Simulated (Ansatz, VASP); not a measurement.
Two plane-wave programs on Pb

Contents of INCAR:

```
SYSTEM = Pb
  PREC = Accurate
  ENCUT = 520
  EDIFF = 1E-8
  ISMEAR = -1
  SIGMA = 0.08
  LREAL = .FALSE.
  LASPH = .TRUE.
  NELM = 60
  ALGO = Normal
  ISIF = 2
  LWAVE = .FALSE.
  LCHARG = .FALSE.
  GGA = PE
  LEFG = .TRUE.
  NBANDS = 21
```

KPOINTS

```
regular mesh
0
G
  14 14 8
  0 0 0
```

File POSCAR:

```
Pb
1.0
    3.4566442775      0.0000000000      0.0000000000
   -1.7283221388      2.9935417561      0.0000000000
    0.0000000000      0.0000000000      5.5524820910
Pb
2
Direct
    0.3333333333      0.6666666667      0.2500000000
    0.6666666667      0.3333333333      0.7500000000
```

Input for Ansatz:

```yaml
crystal:
  lattice:
    - [3.4566442775, 0.0, 0.0]
    - [-1.7283221388, 2.9935417561, 0.0]
    - [0.0, 0.0, 5.552482091]
  atoms:
    - { symbol: Pb, position: [0.3333333333, 0.6666666667, 0.25] }
    - { symbol: Pb, position: [0.6666666667, 0.3333333333, 0.75] }
kpoints:
  mp_grid: { grid: [14, 14, 8] }
scf:
  occupations: { method: fermi_dirac, width: 0.08 }
hamiltonian:
  xc: pbe
  pseudopotentials: { kind: paw }
output:
  forces: true
  stress: true
  eigenvalues: true
  efg: { contact_densities: true }
```

Change from the starting cell: volume scaled by 0.98, PAW files.

Alike in both runs: task electric field gradients; functional PBE; k mesh 14 × 14 × 8; occupations fermi-dirac, width 0.08 eV; no spin polarisation.

```csv
,VASP,Ansatz
version,VASP 6.6.1,Ansatz 0.2.0
potentials or method,"VASP PAW PBE potentials, release 64 (Pb_d)","PAW with Ansatz's default frozen-core files, scalar-relativistic"
plane-wave cutoff (eV),520,420
valence electrons in the cell,28,28
```

|  | VASP | Ansatz | Ansatz less VASP |
| --- | --- | --- | --- |
| pressure (GPa) | 5.2 | 5.3 | +0.07 |
| traceless stress, the component that is largest in VASP (GPa) | 1.41 | 1.41 | +0.004 |
| size of Vzz on the site where it differs most (V/Å²) | 53.6 | 55.8 | +2.20 |

Neither program's run includes spin-orbit coupling.
